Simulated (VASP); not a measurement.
# YN (Fm-3m) in VASP: a series of runs

The runs below take YN through single point, with PBE.

All numbers are computed with VASP 6.6.1; they aren't measurements. Logs are shortened: lines on timing, memory, paths and dates and some standing lists are left out, and cuts for length are marked.

### 1 The cell of the first run

The structure is cubic, space group Fm-3m (No. 225). Conventional cell: a = 4.225 Å, b = 4.225 Å, c = 4.225 Å, α = 90.00°, β = 90.00°, γ = 90.00°. Y (site symmetry m-3m) has 6 N at 2.11 Å within 2.8 Å. N (site symmetry m-3m) has 6 Y at 2.11 Å within 2.8 Å.

### 2 Single point, PBE

INCAR

```
SYSTEM = YN
ALGO = Normal ; EDIFF = 1E-6
ENCUT = 600 ; GGA = PE
GGA_COMPAT = .False. ; ISIF = 2
ISMEAR = -1 ; LASPH = .True.
LCHARG = .False. ; LREAL = .False.
LWAVE = .False. ; NBANDS = 15
NELM = 120 ; PREC = Accurate
SIGMA = 0.03
```

KPOINTS

```
k-points
0
Gamma
  10 10 10
  0 0 0
```

POSCAR

```
YN
1.0
    0.0000000000      2.1123240584      2.1123240584
    2.1123240584      0.0000000000      2.1123240584
    2.1123240584      2.1123240584      0.0000000000
Y N
1 1
Direct
    0.0000000000      0.0000000000      0.0000000000
    0.5000000000      0.5000000000      0.5000000000
```

Potentials or basis: VASP PAW PBE potentials, release 64 (Y_sv, N).

Command:

```bash
cat potpaw_PBE.64/Y_sv/POTCAR potpaw_PBE.64/N/POTCAR > POTCAR
mpirun -np 1 vasp_std > vasp.out
```

OUTCAR:

```text
SYSTEM = YN
   EDIFF = 1E-6
   ENCUT = 600
   GGA = PE
   ISIF = 2
   ISMEAR = -1
   LASPH = .True.
   LREAL = .False.
   NELM = 120
   PREC = Accurate

 ion  position               nearest neighbor table
   1  0.000  0.000  0.000-   2 2.11   2 2.11   2 2.11   2 2.11   2 2.11   2 2.11
   2  0.500  0.500  0.500-   1 2.11   1 2.11   1 2.11   1 2.11   1 2.11   1 2.11

  LATTYP: Found a face centered cubic cell.
 ALAT       =     4.2246481168

  Lattice vectors:

 A1 = (   0.0000000000,   2.1123240584,   2.1123240584)
 A2 = (   2.1123240584,   0.0000000000,   2.1123240584)
 A3 = (   2.1123240584,   2.1123240584,   0.0000000000)

Analysis of symmetry for initial positions (statically):
=====================================================================
 Subroutine PRICEL returns:
 Original cell was already a primitive cell.

 Routine SETGRP: Setting up the symmetry group for a
 face centered cubic supercell.

 Subroutine GETGRP returns: Found 48 space group operations
 (whereof 48 operations were pure point group operations)
 out of a pool of 48 trial point group operations.

The static configuration has the point symmetry O_h .

Analysis of symmetry for dynamics (positions and initial velocities):
=====================================================================
 Subroutine PRICEL returns:
 Original cell was already a primitive cell.

 Routine SETGRP: Setting up the symmetry group for a
 face centered cubic supercell.

 Subroutine GETGRP returns: Found 48 space group operations
 (whereof 48 operations were pure point group operations)
 out of a pool of 48 trial point group operations.

The dynamic configuration has the point symmetry O_h .

 Subroutine INISYM returns: Found 48 space group operations
 (whereof 48 operations are pure point group operations),
 and found     1 'primitive' translations

----------------------------------------------------------------------------------------

                                     Primitive cell

  volume of cell :      18.8500

  direct lattice vectors                    reciprocal lattice vectors
     0.000000000  2.112324058  2.112324058    -0.236706105  0.236706105  0.236706105
     2.112324058  0.000000000  2.112324058     0.236706105 -0.236706105  0.236706105
     2.112324058  2.112324058  0.000000000     0.236706105  0.236706105 -0.236706105

  length of vectors
     2.987277332  2.987277332  2.987277332     0.409987000  0.409987000  0.409987000

  position of ions in fractional coordinates (direct lattice)
     0.000000000  0.000000000  0.000000000
     0.500000000  0.500000000  0.500000000

  ion indices of the primitive-cell ions
   primitive index   ion index
                 1           1
                 2           2

----------------------------------------------------------------------------------------

 KPOINTS: k-points

Automatic generation of k-mesh.
 Grid dimensions read from file:
 generate k-points for:   10   10   10

 Generating k-lattice:

  Cartesian coordinates                     Fractional coordinates (reciprocal lattice)
    -0.023670610  0.023670610  0.023670610     0.100000000  0.000000000  0.000000000
     0.023670610 -0.023670610  0.023670610     0.000000000  0.100000000  0.000000000
     0.023670610  0.023670610 -0.023670610     0.000000000  0.000000000  0.100000000

  Length of vectors
     0.040998700  0.040998700  0.040998700

  Shift w.r.t. Gamma in fractional coordinates (k-lattice)
     0.000000000  0.000000000  0.000000000

 Subroutine IBZKPT returns following result:
 ===========================================

 Found     47 irreducible k-points:

 Following reciprocal coordinates:
            Coordinates               Weight
  0.000000  0.000000  0.000000      1.000000
  0.100000  0.000000  0.000000      8.000000
  0.200000  0.000000  0.000000      8.000000
  0.300000  0.000000  0.000000      8.000000
  0.400000  0.000000  0.000000      8.000000
  0.500000  0.000000  0.000000      4.000000
[... 16 lines left out ...]
  0.300000  0.300000  0.000000      6.000000
  0.400000  0.300000  0.000000     24.000000
 [... further k-points ...]
   k-points           NKPTS =     47   k-points in BZ     NKDIM =     47   number of bands    NBANDS=     15
   number of dos      NEDOS =    301   number of ions     NIONS =      2
   total plane-waves  NPLWV =  13824
   dimension x,y,z NGX =    24 NGY =   24 NGZ =   24
   dimension x,y,z NGXF=    48 NGYF=   48 NGZF=   48
   ions per type =               1   1
   NGX,Y,Z   is equivalent  to a cutoff of  13.36, 13.36, 13.36 a.u.
   NGXF,Y,Z  is equivalent  to a cutoff of  26.71, 26.71, 26.71 a.u.
 SYSTEM =  YN
   PREC   = accura    normal or accurate (medium, high low for compatibility)
   ISTART =      0    job   : 0-new  1-cont  2-samecut
   ICHARG =      2    charge: 1-file 2-atom 10-const
   ISPIN  =      1    spin polarized calculation?
   LNONCOLLINEAR =      F non collinear calculations
   LSORBIT =      F    spin-orbit coupling
   LASPH  =      T    aspherical Exc in radial PAW
   ENCUT  =  600.0 eV  44.10 Ry    6.64 a.u.   5.97  5.97  5.97*2*pi/ulx,y,z
   NELM   =    120;   NELMIN=  2; NELMDL= -5     # of ELM steps
   EDIFF  = 0.1E-05   stopping-criterion for ELM
   LREAL  =      F    real-space projection
   EDIFFG = 0.1E-04   stopping-criterion for IOM
   NSW    =      0    number of steps for IOM
   IBRION =     -1    ionic relax: 0-MD 1-quasi-New 2-CG
   NFREE  =      0    steps in history (QN), initial steepest desc. (CG)
   ISIF   =      2    stress and relaxation
   ISYM   =      2    0-nonsym 1-usesym 2-fastsym
   POTIM  = 0.5000    time-step for ionic-motion
   TEBEG  =    0.0;   TEEND  =   0.0 temperature during run
   PSTRESS=    0.0 pullay stress
   NELECT =      16.0000    total number of electrons
   NUPDOWN=      -1.0000    fix difference up-down
   EMIN   =  10.00;   EMAX   =-10.00  energy-range for DOS
   EFERMI =   0.00;   METHOD = LEGACY
   ISMEAR =    -1;   SIGMA  =   0.03  broadening in eV -4-tet -1-fermi 0-gaus
   EFERMI_NEDOS =   21; number of points for ismear=-14 and -15
   IALGO  =     38    algorithm
   IMIX   =      4    mixing-type and parameters
     AMIX     =   0.40;   BMIX     =  1.00
     AMIX_MAG =   1.60;   BMIX_MAG =  1.00
  volume/ion in A,a.u.               =       9.43        63.60
  Fermi-wavevector in a.u.,A,eV,Ry     =   1.550045  2.929160 32.689891  2.402639
  Thomas-Fermi vector in A             =   2.654765
   LORBIT       =      0    0 simple, 1 ext, 2 COOP (PROOUT), +10 PAW based schemes
   GGA     = PE    functional components
   LHFCALC =     F    Hartree Fock is set to
   AEXX    =    0.0000 exact exchange contribution
   IVDW    =     0    specifies the selected vdW correction
   LEPSILON=     F    determine dielectric tensor
   LRPA    =     F    only Hartree local field effects (RPA)
 non-spin polarized calculation
  energy-cutoff  :      600.00
  volume of cell :       18.85
 maximum number of plane-waves:       639
   NGX = 11   NGY = 11   NGZ = 11

 number of electron      16.0000000 magnetization

 Free energy of the ion-electron system (eV)
  ---------------------------------------------------
  ext. energy  EPLUGINS =         0.00000000
  ---------------------------------------------------
  free energy    TOTEN  =       -14.19160145 eV

  energy without entropy =      -14.19084462  energy(sigma->0) =      -14.19122304

 E-fermi :   7.5150     XC(G=0): -13.5555

 val. band max:        7.5043556893   @ k =  -0.4000   0.5000   0.1000
 cond. band min:       7.6376401426   @ k =   0.5000   0.5000   0.0000
 fundamental gap:      0.1332844533
 Fermi energy:         7.5149984762

 k-point     1 :       0.0000    0.0000    0.0000
  band No.  band energies     occupation
      1     -32.3890      2.00000
      2     -11.0187      2.00000
      3     -11.0187      2.00000
      4     -11.0187      2.00000
      5      -6.4893      2.00000
      6       7.1915      1.99996
      7       7.1915      1.99996
      8       7.1915      1.99996
      9      10.7914      0.00000
     10      10.7914      0.00000
     11      10.7914      0.00000
     12      14.1055      0.00000
     13      14.1055      0.00000
     14      16.3690      0.00000
     15      19.2816      0.00000

 k-point     2 :       0.1000    0.0000    0.0000
  band No.  band energies     occupation
      1     -32.3227      2.00000
      2     -11.6939      2.00000
      3     -11.0412      2.00000
      4     -11.0412      2.00000
      5      -5.8336      2.00000
      6       6.4683      2.00000
      7       6.5686      2.00000
      8       6.5686      2.00000
      9      10.9318      0.00000
     10      11.1859      0.00000
     11      11.1859      0.00000
     12      15.0293      0.00000
     13      15.0293      0.00000
     14      16.9307      0.00000
     15      20.3745      0.00000

 k-point     3 :       0.2000    0.0000    0.0000
  band No.  band energies     occupation
      1     -32.1442      2.00000
      2     -13.0055      2.00000
      3     -11.0987      2.00000
      4     -11.0987      2.00000
      5      -4.5688      2.00000
      6       4.9680      2.00000
      7       5.3776      2.00000
      8       5.3776      2.00000
      9      11.3932      0.00000
     10      12.2450      0.00000
     11      12.2450      0.00000
     12      17.1653      0.00000
     13      17.1653      0.00000
     14      18.1790      0.00000
     15      23.0954      0.00000
[... 343 lines left out ...]
 k-point    23 :       0.3000    0.3000    0.0000
  band No.  band energies     occupation
      1     -31.7619      2.00000
      2     -13.6606      2.00000
      3     -11.8736      2.00000
      4     -11.8736      2.00000
      5      -5.2925      2.00000
      6       4.5406      2.00000
      7       7.0633      2.00000
      8       7.0633      2.00000
      9       7.2550      1.99966
     10      15.8538      0.00000
     11      16.7679      0.00000
     12      16.7679      0.00000
     13      17.8449      0.00000
     14      22.9315      0.00000
     15      28.2153      0.00000

 k-point    24 :       0.4000    0.3000    0.0000
  band No.  band energies     occupation
      1     -31.6093      2.00000
      2     -14.0258      2.00000
      3     -12.1531      2.00000
      4     -11.9897      2.00000
      5      -5.6259      2.00000
      6       5.3715      2.00000
      7       6.2585      2.00000
      8       6.7834      2.00000
      9       7.9321      0.00000
     10      17.0495      0.00000
     11      17.5692      0.00000
     12      17.8471      0.00000
     13      19.0192      0.00000
     14      22.9141      0.00000
     15      27.6316      0.00000

 [... further k-points ...]
[... 5 lines left out ...]
  --------------------------------------------------------------------------------------
  -------------------------------------------------------------------------------------
  Total       20.7031281     20.7031281     20.7031281      0.0000000      0.0000000     -0.0000000
  in kB     1759.6849538   1759.6849538   1759.6849538      0.0000000      0.0000000     -0.0000000
  external PRESSURE =    1759.6849538 kB  Pullay stress =       0.0000000 kB

 VOLUME and BASIS-vectors are now :
 -----------------------------------------------------------------------------
  energy-cutoff  :      600.00
  volume of cell :       18.85
      direct lattice vectors                 reciprocal lattice vectors
     0.000000000  2.112324058  2.112324058    -0.236706105  0.236706105  0.236706105
     2.112324058  0.000000000  2.112324058     0.236706105 -0.236706105  0.236706105
     2.112324058  2.112324058  0.000000000     0.236706105  0.236706105 -0.236706105

 POSITION                                       TOTAL-FORCE (eV/Angst)
 -----------------------------------------------------------------------------------
      0.00000      0.00000      0.00000         0.000000      0.000000      0.000000
      2.11232      2.11232      2.11232        -0.000000      0.000000      0.000000
 -----------------------------------------------------------------------------------
    total drift:                                0.000000     -0.000000     -0.000000

  FREE ENERGIE OF THE ION-ELECTRON SYSTEM (eV)
  ---------------------------------------------------
  free  energy   TOTEN  =       -14.1916014543 eV

  energy  without entropy=      -14.1908446210  energy(sigma->0) =      -14.19122304
```

Wall time 13 s (1 thread of Intel Xeon Platinum 8259CL at 2.50GHz (Skylake/Cascade Lake), shared host); peak memory 0.17 GiB.

What came out:

| Quantity | Value |
| --- | --- |
| Free energy | -14.1916 eV |
| Pressure | 176.0 GPa |
| Band gap on the k mesh | zero (band 8 reaches 7.64 eV, above the bottom of band 9 at 7.25 eV) |

(Part 1 of 2 ends here.)
